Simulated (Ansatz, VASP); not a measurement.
# Na2C: VASP beside Ansatz

```
Na C
1.0
    -1.56083    1.56083    6.05488
     1.56083   -1.56083    6.05488
     1.56083    1.56083   -6.05488
Na C
2 1
Direct
  0.61547 0.61547 0.00000
  0.38453 0.38453 0.00000
  0.00000 0.00000 0.00000
```

Alike in both runs: functional PBE; k mesh 20 × 20 × 20; occupations gaussian, width 0.1 eV; no spin polarisation.

Ansatz relaxed the structure, and its values are those at the end. VASP's run is a single point on that final structure, the one shown.

```csv
,VASP,Ansatz
version,VASP 6.6.1,Ansatz 0.2.0
potentials or method,"VASP PAW PBE potentials, release 64 (Na_pv, C), cutoff 520 eV","scalar-relativistic, plane waves, PAW"
valence electrons in the cell,18,22
```

|  | VASP | Ansatz | Ansatz less VASP |
| --- | --- | --- | --- |
| gap on the k mesh at the Fermi level (eV) | none | none | - |
| pressure (GPa) | 0.1 | 0.0 | -0.06 |

A gap of «none» marks a metal or a gap that the smearing closes. VASP's potentials hold 18 valence electrons a cell and Ansatz's 22, so a difference there can come from the potentials and not from the codes.
